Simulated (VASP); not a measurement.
# C (R-3m) in VASP: notebook

C is run at these levels: PBE; tasks: single point.

Everything below comes from runs of VASP 6.6.1. Logs are shortened: lines on timing, memory, paths and dates and some standing lists are left out, and cuts for length are marked.

## 1. The cell of the first run

Symmetry: R-3m, No. 166, trigonal system. Conventional cell: a = 2.525 Å, b = 2.525 Å, c = 12.372 Å, α = 90.00°, β = 90.00°, γ = 120.00°. Within 2.1 Å of C (site symmetry 3m) lie 4 C at 1.55 to 1.58 Å. Within 2.0 Å of C (site symmetry 3m) lie 4 C at 1.52 to 1.55 Å.

## 2. Single point, PBE (atoms displaced along a vibrational mode)

The input, INCAR:

```
PREC = Accurate
ENCUT = 520
EDIFF = 1E-7
ISMEAR = 0
SIGMA = 0.05
LREAL = F
LASPH = T
NELM = 100
ALGO = Normal
ISIF = 2
LWAVE = F
LCHARG = F
GGA = PE
NBANDS = 16
ISYM = 0
```

The input, KPOINTS:

```
regular mesh
0
Gamma
  12 12 10
```

The input, POSCAR:

```
C
1.0
    0.0000000000     -1.7857375322     -1.7857375322
   -1.7857375322      0.0000000000     -1.7857375322
    1.7857375322      1.7857375322     -3.5714750644
C
4
Direct
    0.7536370504      0.7536370504      0.7390882220
    0.2463629496      0.2463629496      0.2609117780
    0.3713629496      0.3713629496      0.8859117780
    0.8786370504      0.8786370504      0.3640882220
```

Potentials or basis: VASP PAW PBE potentials, release 64 (C).

Launch:

```console
$ cat potpaw_PBE.64/C/POTCAR > POTCAR
$ mpirun -np 1 vasp_std > vasp.out
```

OUTCAR:

```text
PREC = Accurate
   ENCUT = 520
   EDIFF = 1E-7
   ISMEAR = 0
   LREAL = F
   LASPH = T
   NELM = 100
   ISIF = 2
   GGA = PE
   ISYM = 0

 ion  position               nearest neighbor table
   1  0.754  0.754  0.739-   4 1.55   3 1.58   3 1.58   3 1.58
   2  0.246  0.246  0.261-   4 1.52   4 1.52   4 1.52   3 1.55
   3  0.371  0.371  0.886-   2 1.55   1 1.58   1 1.58   1 1.58
   4  0.879  0.879  0.364-   2 1.52   2 1.52   2 1.52   1 1.55

IMPORTANT INFORMATION: All symmetrisations will be switched off!
NOSYMM: (Re-)initialisation of all symmetry stuff for point group C_1.

----------------------------------------------------------------------------------------

                                     Primitive cell

  volume of cell :      22.7779

  direct lattice vectors                    reciprocal lattice vectors
     0.000000000 -1.785737532 -1.785737532     0.139998177 -0.419994532 -0.139998177
    -1.785737532  0.000000000 -1.785737532    -0.419994532  0.139998177 -0.139998177
     1.785737532  1.785737532 -3.571475064     0.139998177  0.139998177 -0.139998177

  length of vectors
     2.525414237  2.525414237  4.374145768     0.464321426  0.464321426  0.242483956

  position of ions in fractional coordinates (direct lattice)
     0.753637050  0.753637050  0.739088222
     0.246362950  0.246362950  0.260911778
     0.371362950  0.371362950  0.885911778
     0.878637050  0.878637050  0.364088222

  ion indices of the primitive-cell ions
   primitive index   ion index
                 1           1
                 2           2
                 3           3
                 4           4

----------------------------------------------------------------------------------------

 KPOINTS: regular mesh

Automatic generation of k-mesh.
 Grid dimensions read from file:
 generate k-points for:   12   12   10

 Generating k-lattice:

  Cartesian coordinates                     Fractional coordinates (reciprocal lattice)
     0.011666515 -0.034999544 -0.011666515     0.083333333  0.000000000  0.000000000
    -0.034999544  0.011666515 -0.011666515     0.000000000  0.083333333  0.000000000
     0.013999818  0.013999818 -0.013999818     0.000000000  0.000000000  0.100000000

  Length of vectors
[... 69 lines left out ...]
   ISTART =      0    job   : 0-new  1-cont  2-samecut
   ICHARG =      2    charge: 1-file 2-atom 10-const
   ISPIN  =      1    spin polarized calculation?
   LNONCOLLINEAR =      F non collinear calculations
   LSORBIT =      F    spin-orbit coupling
   LASPH  =      T    aspherical Exc in radial PAW
   ENCUT  =  520.0 eV  38.22 Ry    6.18 a.u.   4.70  4.70  8.13*2*pi/ulx,y,z
   NELM   =    100;   NELMIN=  2; NELMDL= -5     # of ELM steps
   EDIFF  = 0.1E-06   stopping-criterion for ELM
   LREAL  =      F    real-space projection
   EDIFFG = 0.1E-05   stopping-criterion for IOM
   NSW    =      0    number of steps for IOM
   IBRION =     -1    ionic relax: 0-MD 1-quasi-New 2-CG
   NFREE  =      0    steps in history (QN), initial steepest desc. (CG)
   ISIF   =      2    stress and relaxation
   ISYM   =      0    0-nonsym 1-usesym 2-fastsym
   POTIM  = 0.5000    time-step for ionic-motion
   TEBEG  =    0.0;   TEEND  =   0.0 temperature during run
   PSTRESS=    0.0 pullay stress
   NELECT =      16.0000    total number of electrons
   NUPDOWN=      -1.0000    fix difference up-down
   EMIN   =  10.00;   EMAX   =-10.00  energy-range for DOS
   EFERMI =   0.00;   METHOD = LEGACY
   ISMEAR =     0;   SIGMA  =   0.05  broadening in eV -4-tet -1-fermi 0-gaus
   EFERMI_NEDOS =   21; number of points for ismear=-14 and -15
   IALGO  =     38    algorithm
   IMIX   =      4    mixing-type and parameters
     AMIX     =   0.40;   BMIX     =  1.00
     AMIX_MAG =   1.60;   BMIX_MAG =  1.00
  volume/ion in A,a.u.               =       5.69        38.43
  Fermi-wavevector in a.u.,A,eV,Ry     =   1.455271  2.750063 28.814604  2.117814
  Thomas-Fermi vector in A             =   2.572325
   LORBIT       =      0    0 simple, 1 ext, 2 COOP (PROOUT), +10 PAW based schemes
   GGA     = PE    functional components
   LHFCALC =     F    Hartree Fock is set to
   AEXX    =    0.0000 exact exchange contribution
   IVDW    =     0    specifies the selected vdW correction
   LEPSILON=     F    determine dielectric tensor
   LRPA    =     F    only Hartree local field effects (RPA)
 non-spin polarized calculation
 Gauss-broadening in eV      SIGMA  =   0.05
  energy-cutoff  :      520.00
  volume of cell :       22.78
 maximum number of plane-waves:       633
   NGX =  9   NGY =  9   NGZ = 17

 number of electron      16.0000000 magnetization

 Free energy of the ion-electron system (eV)
  ---------------------------------------------------
  ext. energy  EPLUGINS =         0.00000000
  ---------------------------------------------------
  free energy    TOTEN  =       -36.09503021 eV

  energy without entropy =      -36.09503021  energy(sigma->0) =      -36.09503021

 E-fermi :  10.1633     XC(G=0): -13.2358

 val. band max:        9.8970922684   @ k =   0.0000   0.0000   0.0000
 cond. band min:      13.7740067384   @ k =  -0.3333  -0.3333   0.3000
 fundamental gap:      3.8769144700
 Fermi energy:        10.1633390070

 k-point     1 :       0.0000    0.0000    0.0000
  band No.  band energies     occupation
      1     -11.8028      2.00000
      2      -5.9200      2.00000
      3      -3.6930      2.00000
      4       6.6796      2.00000
      5       6.6796      2.00000
      6       9.7297      2.00000
[... 433 lines left out ...]
      3      -0.7614      2.00000
      4       1.7326      2.00000
      5       3.1840      2.00000
      6       4.2265      2.00000
[... 8 lines left out ...]
     15      22.8935      0.00000
     16      24.3883      0.00000

 [... further k-points ...]
[... 5 lines left out ...]
  --------------------------------------------------------------------------------------
  -------------------------------------------------------------------------------------
  Total        0.2368924      0.2368924      0.2369974     -0.1682948      0.1682753      0.1682753
  in kB       16.6628352     16.6628352     16.6702151    -11.8377328     11.8363584     11.8363592
  external PRESSURE =      16.6652952 kB  Pullay stress =       0.0000000 kB

 VOLUME and BASIS-vectors are now :
 -----------------------------------------------------------------------------
  energy-cutoff  :      520.00
  volume of cell :       22.78
      direct lattice vectors                 reciprocal lattice vectors
     0.000000000 -1.785737532 -1.785737532     0.139998177 -0.419994532 -0.139998177
    -1.785737532  0.000000000 -1.785737532    -0.419994532  0.139998177 -0.139998177
     1.785737532  1.785737532 -3.571475064     0.139998177  0.139998177 -0.139998177

 POSITION                                       TOTAL-FORCE (eV/Angst)
 -----------------------------------------------------------------------------------
     -0.02598     -0.02598     -5.33123         1.797136      1.797136     -1.797178
      0.02598      0.02598     -1.81172        -1.736550     -1.736550      1.736622
      0.91885      0.91885     -4.49033        -1.797136     -1.797136      1.797178
     -0.91885     -0.91885     -4.43836         1.736550      1.736550     -1.736622
 -----------------------------------------------------------------------------------
    total drift:                               -0.000000     -0.000000      0.000000

  FREE ENERGIE OF THE ION-ELECTRON SYSTEM (eV)
  ---------------------------------------------------
  free  energy   TOTEN  =       -36.0950302050 eV

  energy  without entropy=      -36.0950302050  energy(sigma->0) =      -36.09503021
```

It took 2.3 min on 1 thread of AMD EPYC 9R45 (Zen 5), shared host; peak memory 0.25 GiB.

Results:

```yaml
Free_energy: -36.0950 eV
Pressure: 1.7 GPa
Largest_force: 3.113 eV/Å
Band_gap_on_the_k_mesh: 3.88 eV
```

Forces on the atoms (eV/Å):
```
C    1.797  1.797 -1.797
C   -1.737 -1.737  1.737
C   -1.797 -1.797  1.797
C    1.737  1.737 -1.737
```

Caveat: the cell differs from its parent crystal (atoms displaced along a vibrational mode); forces of over 1 eV/Å act on the atoms, so gaps and moduli don't describe the material at rest.

## 3. Single point, PBE (atoms displaced along a vibrational mode)

The input, INCAR:

```
SYSTEM = C
ALGO     = Normal         ! electronic algorithm
EDIFF    = 1E-7           ! SCF threshold, eV
ENCUT    = 520            ! plane-wave cutoff, eV
GGA      = PE             ! functional
ISIF     = 2              ! what is computed and relaxed
ISMEAR   = 0              ! smearing method
ISYM     = 0            
LASPH    = .True.         ! aspherical terms in the spheres
LCHARG   = .False.        ! write CHGCAR
LREAL    = .False.        ! projectors in reciprocal space
LWAVE    = .False.        ! write WAVECAR
NBANDS   = 16             ! bands
NELM     = 80             ! most SCF steps
PREC     = Accurate       ! precision mode
SIGMA    = 0.05           ! smearing width, eV
```

The input, KPOINTS:

```
k-points
0
Gamma
  12 12 10
  0 0 0
```

The input, POSCAR:

```
C
1.0
    0.0000000000     -1.7857375322     -1.7857375322
   -1.7857375322      0.0000000000     -1.7857375322
    1.7857375322      1.7857375322     -3.5714750644
C
4
Direct
    0.7512123501      0.7512123501      0.7463627407
    0.2487876499      0.2487876499      0.2536372593
    0.3737876499      0.3737876499      0.8786372593
    0.8762123501      0.8762123501      0.3713627407
```

Potentials or basis: VASP PAW PBE potentials, release 64 (C).

Launch:

```console
$ cat potpaw_PBE.64/C/POTCAR > POTCAR
$ mpirun -np 1 vasp_std > vasp.out
```

Run time: 2 min. Hardware: 1 thread of AMD EPYC 9R45 (Zen 5), shared host; peak memory 0.26 GiB.

It converged, with:

- Free energy: -36.3407 eV
- Pressure: 0.8 GPa
- Largest force: 1.033 eV/Å
- Band gap on the k mesh: 4.12 eV

Forces in eV/Å, atoms in the order of the input:
```
C    0.596  0.596 -0.596
C   -0.590 -0.590  0.590
C   -0.596 -0.596  0.596
C    0.590  0.590 -0.590
```

Stress tensor (GPa, compression positive):
```
 0.81 -0.13  0.13
-0.13  0.81  0.13
 0.13  0.13  0.81
```

Levels at points of the mesh, in eV from the valence-band top:
```csv
k point,band 5,band 6,band 7,band 8,band 9,band 10,band 11,band 12
"(0.00, 0.00, 0.00)",-2.84,-0.02,0.00,0.00,5.55,5.55,5.55,8.41
"(0.50, 0.00, 0.00)",-6.81,-6.68,-5.14,-4.62,5.88,6.20,11.15,11.59
"(0.00, 0.50, 0.00)",-6.81,-6.68,-5.14,-4.62,5.88,6.20,11.15,11.59
"(0.50, 0.50, 0.00)",-6.32,-6.29,-2.81,-2.79,4.71,4.71,8.41,8.43
"(0.00, 0.00, 0.50)",-2.02,-2.02,-1.51,-1.51,7.71,7.71,7.78,7.78
"(0.50, 0.00, 0.50)",-6.32,-6.29,-2.81,-2.79,4.71,4.71,8.41,8.43
"(0.00, 0.50, 0.50)",-6.32,-6.29,-2.81,-2.79,4.71,4.71,8.41,8.43
"(0.50, 0.50, 0.50)",-6.81,-6.68,-5.14,-4.62,5.88,6.20,11.15,11.59
```

Caveat: the cell differs from its parent crystal (atoms displaced along a vibrational mode); forces of over 1 eV/Å act on the atoms, so gaps and moduli don't describe the material at rest. A k mesh can miss the band edges.
